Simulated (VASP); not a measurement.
# InP (Fm-3m) in VASP: further runs

The runs below take InP through relaxation of cell and atoms, single point, with BLYP+D3(BJ), BLYP+D4, RPBE+D3(BJ).

Everything below comes from runs of VASP 6.6.1. Logs are shortened: lines on timing, memory, paths and dates and some standing lists are left out, and cuts for length are marked.

## (1) The cell of the first run

The structure is cubic, space group Fm-3m (No. 225). Conventional cell: a = 5.538 Å, b = 5.538 Å, c = 5.538 Å, α = 90.00°, β = 90.00°, γ = 90.00°. Within 3.6 Å of In (site symmetry m-3m) lie 6 P at 2.77 Å. Within 3.6 Å of P (site symmetry m-3m) lie 6 In at 2.77 Å.

## (2) Relaxation of cell and atoms, BLYP+D3(BJ)

INCAR reads:

```
SYSTEM = InP
AGGAC = 1.0 ; AGGAX = 1.0
ALDAC = 0.0 ; ALDAX = 1.0
ALGO = Normal ; EDIFF = 1E-6
EDIFFG = -0.01 ; ENCUT = 600
GGA = B5 ; IBRION = 2
ISIF = 3 ; ISMEAR = -1
IVDW = 12 ; LASPH = .True.
LCHARG = .False. ; LREAL = .False.
LWAVE = .False. ; NELM = 60
NSW = 60 ; PREC = Accurate
SIGMA = 0.05 ; VDW_A1 = 0.4298
VDW_A2 = 4.2359 ; VDW_S6 = 1.0
VDW_S8 = 2.6996
```

KPOINTS reads:

```
k-points
0
Gamma
  8 8 8
  0 0 0
```

POSCAR reads:

```
InP
1.0
    0.0000000000      2.7688340000      2.7688340000
    2.7688340000      0.0000000000      2.7688340000
    2.7688340000      2.7688340000      0.0000000000
In P
1 1
Direct
    0.0000000000      0.0000000000      0.0000000000
    0.5000000000      0.5000000000      0.5000000000
```

Potentials or basis: VASP PAW PBE potentials, release 64 (In_d, P).

Started as:

```
$ cat potpaw_PBE.64/In_d/POTCAR potpaw_PBE.64/P/POTCAR > POTCAR
$ mpirun -np 1 vasp_std > vasp.out
```

OUTCAR:

```text
SYSTEM = InP
   EDIFF = 1E-6
   EDIFFG = -0.01
   ENCUT = 600
   GGA = B5
   IBRION = 2
   ISIF = 3
   ISMEAR = -1
   IVDW = 12
   LASPH = .True.
   LREAL = .False.
   NELM = 60
   NSW = 60
   PREC = Accurate
 IVDW          = 12

 ion  position               nearest neighbor table
   1  0.000  0.000  0.000-   2 2.77   2 2.77   2 2.77   2 2.77   2 2.77   2 2.77
   2  0.500  0.500  0.500-   1 2.77   1 2.77   1 2.77   1 2.77   1 2.77   1 2.77

  LATTYP: Found a face centered cubic cell.
 ALAT       =     5.5376680000

  Lattice vectors:

 A1 = (   0.0000000000,   2.7688340000,   2.7688340000)
 A2 = (   2.7688340000,   0.0000000000,   2.7688340000)
 A3 = (   2.7688340000,   2.7688340000,   0.0000000000)

Analysis of symmetry for initial positions (statically):
=====================================================================
 Subroutine PRICEL returns:
 Original cell was already a primitive cell.

 Routine SETGRP: Setting up the symmetry group for a
 face centered cubic supercell.

 Subroutine GETGRP returns: Found 48 space group operations
 (whereof 48 operations were pure point group operations)
 out of a pool of 48 trial point group operations.

The static configuration has the point symmetry O_h .

Analysis of symmetry for dynamics (positions and initial velocities):
=====================================================================
 Subroutine PRICEL returns:
 Original cell was already a primitive cell.

 Routine SETGRP: Setting up the symmetry group for a
 face centered cubic supercell.

 Subroutine GETGRP returns: Found 48 space group operations
 (whereof 48 operations were pure point group operations)
 out of a pool of 48 trial point group operations.

The dynamic configuration has the point symmetry O_h .

 Subroutine INISYM returns: Found 48 space group operations
 (whereof 48 operations are pure point group operations),
 and found     1 'primitive' translations

----------------------------------------------------------------------------------------

                                     Primitive cell

  volume of cell :      42.4542

  direct lattice vectors                    reciprocal lattice vectors
     0.000000000  2.768834000  2.768834000    -0.180581429  0.180581429  0.180581429
     2.768834000  0.000000000  2.768834000     0.180581429 -0.180581429  0.180581429
     2.768834000  2.768834000  0.000000000     0.180581429  0.180581429 -0.180581429

  length of vectors
     3.915722595  3.915722595  3.915722595     0.312776210  0.312776210  0.312776210

  position of ions in fractional coordinates (direct lattice)
     0.000000000  0.000000000  0.000000000
     0.500000000  0.500000000  0.500000000

  ion indices of the primitive-cell ions
   primitive index   ion index
                 1           1
                 2           2

----------------------------------------------------------------------------------------

 KPOINTS: k-points

Automatic generation of k-mesh.
 Grid dimensions read from file:
 generate k-points for:    8    8    8

 Generating k-lattice:

  Cartesian coordinates                     Fractional coordinates (reciprocal lattice)
    -0.022572679  0.022572679  0.022572679     0.125000000  0.000000000  0.000000000
     0.022572679 -0.022572679  0.022572679     0.000000000  0.125000000  0.000000000
     0.022572679  0.022572679 -0.022572679     0.000000000  0.000000000  0.125000000

  Length of vectors
     0.039097026  0.039097026  0.039097026

  Shift w.r.t. Gamma in fractional coordinates (k-lattice)
     0.000000000  0.000000000  0.000000000

 Subroutine IBZKPT returns following result:
 ===========================================

 Found     29 irreducible k-points:

 Following reciprocal coordinates:
            Coordinates               Weight
  0.000000  0.000000  0.000000      1.000000
  0.125000  0.000000  0.000000      8.000000
  0.250000  0.000000  0.000000      8.000000
  0.375000  0.000000  0.000000      8.000000
  0.500000  0.000000  0.000000      4.000000
  0.125000  0.125000  0.000000      6.000000
[... 16 lines left out ...]
  0.500000  0.250000  0.125000     48.000000
 -0.375000  0.250000  0.125000     24.000000
 [... further k-points ...]
   k-points           NKPTS =     29   k-points in BZ     NKDIM =     29   number of bands    NBANDS=     13
   number of dos      NEDOS =    301   number of ions     NIONS =      2
   total plane-waves  NPLWV =  32768
   dimension x,y,z NGX =    32 NGY =   32 NGZ =   32
   dimension x,y,z NGXF=    64 NGYF=   64 NGZF=   64
   ions per type =               1   1
   NGX,Y,Z   is equivalent  to a cutoff of  13.59, 13.59, 13.59 a.u.
   NGXF,Y,Z  is equivalent  to a cutoff of  27.17, 27.17, 27.17 a.u.
 SYSTEM =  InP
   PREC   = accura    normal or accurate (medium, high low for compatibility)
   ISTART =      0    job   : 0-new  1-cont  2-samecut
   ICHARG =      2    charge: 1-file 2-atom 10-const
   ISPIN  =      1    spin polarized calculation?
   LNONCOLLINEAR =      F non collinear calculations
   LSORBIT =      F    spin-orbit coupling
   LASPH  =      T    aspherical Exc in radial PAW
   ENCUT  =  600.0 eV  44.10 Ry    6.64 a.u.   7.82  7.82  7.82*2*pi/ulx,y,z
   NELM   =     60;   NELMIN=  2; NELMDL= -5     # of ELM steps
   EDIFF  = 0.1E-05   stopping-criterion for ELM
   LREAL  =      F    real-space projection
   EDIFFG = -.1E-01   stopping-criterion for IOM
   NSW    =     60    number of steps for IOM
   IBRION =      2    ionic relax: 0-MD 1-quasi-New 2-CG
   NFREE  =      1    steps in history (QN), initial steepest desc. (CG)
   ISIF   =      3    stress and relaxation
   ISYM   =      2    0-nonsym 1-usesym 2-fastsym
   POTIM  = 0.5000    time-step for ionic-motion
   TEBEG  =    0.0;   TEEND  =   0.0 temperature during run
   PSTRESS=    0.0 pullay stress
   NELECT =      18.0000    total number of electrons
   NUPDOWN=      -1.0000    fix difference up-down
   EMIN   =  10.00;   EMAX   =-10.00  energy-range for DOS
   EFERMI =   0.00;   METHOD = LEGACY
   ISMEAR =    -1;   SIGMA  =   0.05  broadening in eV -4-tet -1-fermi 0-gaus
   EFERMI_NEDOS =   21; number of points for ismear=-14 and -15
   IALGO  =     38    algorithm
   IMIX   =      4    mixing-type and parameters
     AMIX     =   0.40;   BMIX     =  1.00
     AMIX_MAG =   1.60;   BMIX_MAG =  1.00
  volume/ion in A,a.u.               =      21.23       143.25
  Fermi-wavevector in a.u.,A,eV,Ry     =   1.229869  2.324115 20.579860  1.512577
  Thomas-Fermi vector in A             =   2.364739
   LORBIT       =      0    0 simple, 1 ext, 2 COOP (PROOUT), +10 PAW based schemes
   GGA     = B5    functional components
   LHFCALC =     F    Hartree Fock is set to
   AEXX    =    0.0000 exact exchange contribution
   IVDW    =    12    specifies the selected vdW correction
   LEPSILON=     F    determine dielectric tensor
   LRPA    =     F    only Hartree local field effects (RPA)
 conjugate gradient relaxation of ions
 non-spin polarized calculation
  energy-cutoff  :      600.00
  volume of cell :       42.45
 maximum number of plane-waves:      1428
   NGX = 15   NGY = 15   NGZ = 15

--------------------------------------- Ionic step        1  -------------------------------------------

 number of electron      17.9999997 magnetization

 Free energy of the ion-electron system (eV)
  ---------------------------------------------------
  ext. energy  EPLUGINS =         0.00000000
  ---------------------------------------------------
  free energy    TOTEN  =        -6.38691884 eV

  energy without entropy =       -6.37436381  energy(sigma->0) =       -6.38064133

------------------------ aborting loop because EDIFF is reached ----------------------------------------

 Edisp (eV)   -1.72361

 E8    (eV) :    -1.2775

  FORCE on cell =-STRESS in cart. coord.  units (eV):
  Direction    XX          YY          ZZ          XY          YZ          ZX
  --------------------------------------------------------------------------------------
  -------------------------------------------------------------------------------------
  Total      -0.35320    -0.35320    -0.35320    -0.00000    -0.00000     0.00000
  in kB     -13.32927   -13.32927   -13.32927    -0.00000    -0.00000     0.00000
  external pressure =      -13.33 kB  Pullay stress =        0.00 kB
[... 61 lines left out ...]
  energy  without entropy=       -8.1014580617  energy(sigma->0) =       -8.10743965

--------------------------------------- Ionic step        3  -------------------------------------------

 number of electron      17.9999996 magnetization

 Free energy of the ion-electron system (eV)
  ---------------------------------------------------
  ext. energy  EPLUGINS =         0.00000000
  ---------------------------------------------------
  free energy    TOTEN  =        -6.35657913 eV

  energy without entropy =       -6.34445441  energy(sigma->0) =       -6.35051677

 E-fermi :   7.8225     XC(G=0):  -9.8333

 val. band max:        7.7840122950   @ k =  -0.3750   0.5000   0.1250
 cond. band min:       7.8589742508   @ k =  -0.1250   0.1250   0.0000
 fundamental gap:      0.0749619558
 Fermi energy:         7.8224822666

 k-point     1 :       0.0000    0.0000    0.0000
  band No.  band energies     occupation
      1      -6.6163      2.00000
      2      -6.6163      2.00000
      3      -6.5919      2.00000
      4      -6.5919      2.00000
      5      -6.5919      2.00000
      6      -4.3834      2.00000
      7       7.4124      1.99945
      8       7.4124      1.99945
      9       7.4124      1.99945
     10       8.2726      0.00025
     11      15.0902      0.00000
     12      15.0902      0.00000
     13      15.0902      0.00000
[... 353 lines left out ...]
 k-point    24 :      -0.3750    0.2500    0.1250
  band No.  band energies     occupation
      1      -6.7672      2.00000
      2      -6.6495      2.00000
      3      -6.5771      2.00000
      4      -6.5420      2.00000
      5      -6.4995      2.00000
      6      -1.7641      2.00000
      7       1.5815      2.00000
      8       5.4434      2.00000
      9       6.2023      2.00000
     10      10.0689      0.00000
     11      11.4280      0.00000
     12      13.8335      0.00000
     13      15.2856      0.00000

 [... further k-points ...]

------------------------ aborting loop because EDIFF is reached ----------------------------------------

 Edisp (eV)   -1.75731

 E8    (eV) :    -1.3023

  FORCE on cell =-STRESS in cart. coord.  units (eV):
  Direction    XX          YY          ZZ          XY          YZ          ZX
  --------------------------------------------------------------------------------------
  -------------------------------------------------------------------------------------
  Total       0.00294     0.00294     0.00294    -0.00000     0.00000    -0.00000
  in kB       0.11323     0.11323     0.11323    -0.00000     0.00000    -0.00000
  external pressure =        0.11 kB  Pullay stress =        0.00 kB
[... 17 lines left out ...]
  FREE ENERGIE OF THE ION-ELECTRON SYSTEM (eV)
  ---------------------------------------------------
  free  energy   TOTEN  =        -8.1138893242 eV

  energy  without entropy=       -8.1017645971  energy(sigma->0) =       -8.10782696

 reached required accuracy - stopping structural energy minimisation
```

It took 31 s on 1 thread of Intel Xeon 6975P-C (Granite Rapids), shared host; peak memory 0.2 GiB.

What came out:

| Property | Result |
| --- | --- |
| Free energy | -8.1139 eV |
| Relaxed volume | 20.83 Å³/atom |
| Relaxed cell | a = 3.891 Å, b = 3.891 Å, c = 3.891 Å, α = 60.00°, β = 60.00°, γ = 60.00° |
| Space group after relaxing (to 0.05 Å) | Fm-3m (No. 225) |
| Energy gained by relaxing | 1.7 meV/atom |
| Ionic steps | 3 |
| Pressure after relaxing | 0.0 GPa |
| Band gap on the k mesh | zero (band 9 reaches 8.02 eV, above the bottom of band 10 at 5.38 eV) |
| Dispersion energy per atom | -0.879 eV |

The path:
```tsv
step	energy change (eV)	largest force (eV/Å)	pressure (GPa)	volume (Å³)
1	0.0000	0.0000	-1.33	42.45
2	-0.0029	0.0000	0.53	41.38
3	-0.0034	0.0000	0.01	41.66
```

Final structure:
```
CELL_PARAMETERS angstrom
0.00000 2.75155 2.75155
2.75155 0.00000 2.75155
2.75155 2.75155 0.00000
ATOMIC_POSITIONS crystal
In 0.00000 0.00000 0.00000
P 0.50000 0.50000 0.50000
```

Levels at points of the mesh, in eV from the Fermi level:
| k point | band 6 | band 7 | band 8 | band 9 | band 10 | band 11 | band 12 | band 13 |
| --- | --- | --- | --- | --- | --- | --- | --- | --- |
| (0.00, 0.00, 0.00) | -12.21 | -0.41 | -0.41 | -0.41 | 0.45 | 7.27 | 7.27 | 7.27 |
| (0.50, 0.00, 0.00) | -10.10 | -6.80 | 0.07 | 0.07 | 2.60 | 3.35 | 3.35 | 5.13 |
| (0.50, 0.50, 0.00) | -8.98 | -5.01 | -2.70 | -2.44 | -2.44 | 4.10 | 9.84 | 9.84 |

Caveat: the PAW data sets were made with another functional, which shifts forces and pressure a little; spin-orbit coupling is left out, which moves the levels of the heavy elements; pairwise dispersion overbinds metals, which lowers pressure and volume.

## (3) Relaxation of cell and atoms, BLYP+D4

INCAR reads:

```
SYSTEM = InP
AGGAC = 1.0 ; AGGAX = 1.0
ALDAC = 0.0 ; ALDAX = 1.0
ALGO = Normal ; EDIFF = 1E-6
EDIFFG = -0.01 ; ENCUT = 600
GGA = B5 ; IBRION = 2
ISIF = 3 ; ISMEAR = -1
IVDW = 13 ; LASPH = .TRUE.
LCHARG = .FALSE. ; LREAL = .FALSE.
LWAVE = .FALSE. ; NELM = 80
NSW = 60 ; PREC = Accurate
SIGMA = 0.05 ; VDW_A1 = 0.44488865
VDW_A2 = 4.0933009 ; VDW_S6 = 1.0
VDW_S8 = 2.34076671
```

KPOINTS reads:

```
k-points
0
G
  8 8 8
  0 0 0
```

POSCAR is that of step 2.

Potentials or basis: VASP PAW PBE potentials, release 64 (In_d, P).

Started as:

```
$ cat potpaw_PBE.64/In_d/POTCAR potpaw_PBE.64/P/POTCAR > POTCAR
$ mpirun -np 1 vasp_std > vasp.out
```

It took 28 s on 1 thread of Intel Xeon 6975P-C (Granite Rapids), shared host; peak memory 0.19 GiB.

It converged, with:

```
Free energy                            : -7.8861 eV
Relaxed volume                         : 21.13 Å³/atom
Relaxed cell                           : a = 3.910 Å, b = 3.910 Å, c = 3.910 Å, α = 60.00°, β = 60.00°, γ = 60.00°
Space group after relaxing (to 0.05 Å) : Fm-3m (No. 225)
Energy gained by relaxing              : 0.1 meV/atom
Ionic steps                            : 3
Pressure after relaxing                : 0.0 GPa
Band gap on the k mesh                 : zero (band 9 reaches 7.84 eV, above the bottom of band 10 at 5.25 eV)
Dispersion energy per atom             : -0.753 eV
```

Step by step:
```csv
step,energy change (eV),largest force (eV/Å),pressure (GPa),volume (Å³)
1,0.0000,0.0000,-0.31,42.45
2,-0.0002,0.0000,0.10,42.21
3,-0.0002,0.0000,0.01,42.26
```

Final structure:
```
In P
1.0
     0.00000    2.76465    2.76465
     2.76465    0.00000    2.76465
     2.76465    2.76465    0.00000
In P
1 1
Cartesian
  0.0000 0.0000 0.0000
  2.7647 2.7647 2.7647
```

Levels at points of the mesh, in eV from the Fermi level:
| k point | band 6 | band 7 | band 8 | band 9 | band 10 | band 11 | band 12 | band 13 |
| --- | --- | --- | --- | --- | --- | --- | --- | --- |
| (0.00, 0.00, 0.00) | -12.10 | -0.39 | -0.39 | -0.39 | 0.34 | 7.27 | 7.27 | 7.27 |
| (0.50, 0.00, 0.00) | -10.04 | -6.72 | 0.07 | 0.07 | 2.59 | 3.36 | 3.36 | 5.03 |
| (0.50, 0.50, 0.00) | -8.96 | -4.92 | -2.71 | -2.39 | -2.39 | 4.13 | 9.72 | 9.72 |

Caveat: the PAW data sets were made with another functional, which shifts forces and pressure a little; spin-orbit coupling is left out, which moves the levels of the heavy elements; pairwise dispersion overbinds metals, which lowers pressure and volume.

(Part 1 of 2 ends here.)
